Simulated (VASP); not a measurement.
Runs of VASP 6.6.1 on Ru. The structure is that of space group Cmcm (No. 63), or close to it. The cells are those of the table. 

```tsv
cell	further INCAR settings	gap on the mesh (eV)	pressure (GPa)	largest force (eV/Å)
a = 2.401, b = 2.870, c = 4.282 Å, angles 90.0, 90.0, 114.7°, 2 atoms	ALGO = Fast; EDIFF = 1e-06; NBANDS = 21	none	(a)	0.48
a = 2.807, b = 2.657, c = 4.282 Å, angles 90.0, 90.0, 121.9°, 2 atoms	ALGO = Fast; EDIFF = 1e-06; NBANDS = 21	none	-4.6	0.20
a = 2.503, b = 2.813, c = 4.282 Å, angles 90.0, 90.0, 116.4°, 2 atoms	ALGO = Fast; EDIFF = 1e-07; NBANDS = 21	none	1.6	0.33
a = 2.909, b = 2.610, c = 4.282 Å, angles 90.0, 90.0, 123.9°, 2 atoms	ALGO = Fast; EDIFF = 1e-07; NBANDS = 21	none	0.3	0.47
```

Alike in all rows: task single point; level PBEsol; potentials or basis VASP PAW PBE potentials, release 64 (Ru_pv); no spin polarisation; k mesh 24 × 24 × 12; cutoff (eV) 520; smearing gaussian 0.15 eV.

Q: Estimate the missing entries.

A: (a) 12.5.

Caveats: the PAW data sets were made with another functional, which shifts forces and pressure a little; the stress differs along the axes, from -32 to 70 GPa (at least some runs); the stress differs along the axes, from -18 to 11 GPa (at least some runs); the stress differs along the axes, from -29 to 39 GPa (at least some runs); the stress differs along the axes, from -22 to 29 GPa (at least some runs).

A k mesh can miss the band edges, and the runs leave out spin-orbit coupling on Ru.

A gap of «none» marks levels without a gap at the run's occupations.
